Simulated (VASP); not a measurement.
Write the native input for VASP 6.6.1 that does the following.

```
Task                   : single point
Functional             : LDA
Potentials or basis    : VASP PAW LDA potentials, release 64 (Pt)
Cutoff                 : 520 eV
k mesh                 : 8 × 8 × 8
Occupations            : gaussian, width 0.1 eV
Spin                   : no spin polarisation
Dipole correction      : no
Further INCAR settings : ALGO = Fast; EDIFF = 1e-07; NBANDS = 11
```

The structure of Pt lies in POSCAR:

```
Pt
1.0
    0.0000000000      1.9715751800      1.9715751800
    1.9715751800      0.0000000000      1.9715751800
    1.9715751800      1.9715751800      0.0000000000
Pt
1
Direct
    0.0000000000      0.0000000000      0.0000000000
```

One way to write it, as run:

INCAR

```
PREC = Accurate
ENCUT = 520
EDIFF = 1E-7
ISMEAR = 0
SIGMA = 0.1
LREAL = False
LASPH = True
NELM = 60
ALGO = Fast
ISIF = 2
LWAVE = False
LCHARG = False
NBANDS = 11
```

KPOINTS

```
Automatic mesh
0
Gamma
  8 8 8
```

Potentials or basis: VASP PAW LDA potentials, release 64 (Pt).

Launch:

```bash
$ cat potpaw_LDA.64/Pt/POTCAR > POTCAR
$ mpirun -np 1 vasp_std > vasp.out
```

It gave:

| Quantity | Value |
| --- | --- |
| Pressure | -10.4 GPa |
| Band gap on the k mesh | zero (band 5 reaches 11.26 eV, above the bottom of band 6 at 9.11 eV) |

Caveat: spin-orbit coupling is left out, which moves the levels of the heavy elements.

Run time: 5.4 s on 1 thread of AMD EPYC 7R13 Processor (Zen 3), with other jobs on the host, peak memory 0.1 GiB.
